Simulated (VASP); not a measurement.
# Si: single point with PBEsol

The system is Si.

```
Si
1.0
     2.62949    0.00000    0.00000
    -1.31474    2.27720    0.00000
     0.00000    0.00000    4.47301
Si
2
Direct
  0.33333 0.66667 0.25000
  0.66667 0.33333 0.75000
```

This isn't the form of Si at room conditions, which is diamond.

```yaml
Program: VASP 6.6.1
Task: single point
Functional: PBEsol
Potentials_or_basis: VASP PAW PBE potentials, release 64 (Si)
Cutoff: 520 eV
k_mesh: 20 × 20 × 10
Occupations: gaussian, width 0.05 eV
Spin: no spin polarisation
```

The pressure is 4.5 GPa. The band gap on the k mesh is zero (bands 4 and 5 overlap by 13.21 eV).

Stress tensor (GPa, compression positive):
```
4.51 0.00 0.00
0.00 4.51 0.00
0.00 0.00 4.39
```

Levels at points of the mesh, in eV from the Fermi level:
```
           k point  band 1  band 2  band 3  band 4  band 5  band 6  band 7  band 8
(0.00, 0.00, 0.00)  -15.20   -8.44   -7.66    9.46    9.46   10.62   10.62   11.05
(0.50, 0.00, 0.00)   -8.54   -8.06   -1.98   -1.74   -1.40   -0.24    3.96    6.11
(0.00, 0.00, 0.50)  -13.39  -13.39    0.52    0.52   10.89   10.89   10.89   10.89
(0.50, 0.00, 0.50)   -6.85   -6.85   -6.24   -6.24    5.51    5.51    6.03    6.03
```

It took 92 s on 1 thread of Intel Xeon 8259CL (shared host), peak memory 0.18 GiB.

Caveat: the cell stands under pressure; the PAW data sets were made with another functional, which shifts forces and pressure a little.
